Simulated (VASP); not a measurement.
# B: relaxation of cell and atoms with r2SCAN

The system is B.

```xyz
2
Lattice="0.0000 2.0683 2.0683 2.0683 0.0000 2.0683 2.0683 2.0683 0.0000" Properties=species:S:1:pos:R:3 pbc="T T T"
B     0.5171    0.5171    0.5171
B     3.6195    3.6195    3.6195
```

```yaml
Program: VASP 6.6.1
Task: relaxation of cell and atoms
Functional: r2SCAN
Potentials_or_basis: VASP PAW PBE potentials, release 64 (B)
Cutoff: 600 eV
k_mesh: 13 × 13 × 13
Occupations: fermi-dirac, width 0.1 eV
Spin: no spin polarisation
Dipole_correction: no
Further_INCAR_settings: ALGO = Normal; EDIFF = 1e-07; IBRION = 2; EDIFFG = -0.01; NSW = 80; ISIF = 3
```

```
Relaxed volume                         : 8.33 Å³/atom
Relaxed cell                           : a = 2.867 Å, b = 2.867 Å, c = 2.867 Å, α = 60.00°, β = 60.00°, γ = 60.00°
Space group after relaxing (to 0.05 Å) : Fd-3m (No. 227)
Energy gained by relaxing              : 16.5 meV/atom
Ionic steps                            : 3
Pressure after relaxing                : 0.0 GPa
Band gap on the k mesh                 : zero (band 3 reaches 8.05 eV, above the bottom of band 4 at 1.02 eV)
```

Step by step:
```tsv
step	energy change (eV)	largest force (eV/Å)	pressure (GPa)	volume (Å³)
1	0.0000	0.0000	-9.76	17.70
2	-0.0296	0.0000	3.54	16.35
3	-0.0329	0.0000	0.02	16.66
```

Final structure:
```
CELL_PARAMETERS angstrom
0.00000 2.02719 2.02719
2.02719 0.00000 2.02719
2.02719 2.02719 0.00000
ATOMIC_POSITIONS crystal
B 0.12500 0.12500 0.12500
B 0.87500 0.87500 0.87500
```

Levels at points of the mesh, in eV from the Fermi level:
| k point | band 1 | band 2 | band 3 | band 4 | band 5 | band 6 |
| --- | --- | --- | --- | --- | --- | --- |
| (0.00, 0.00, 0.00) | -13.72 | 4.33 | 4.33 | 4.33 | 8.61 | 8.61 |

Wall time 49 s on 1 thread of Intel(R) Xeon(R) 6975P-C (Granite Rapids), with other jobs on the host, peak memory 0.14 GiB.

Caveat: the PAW data sets were made with another functional, which shifts forces and pressure a little.
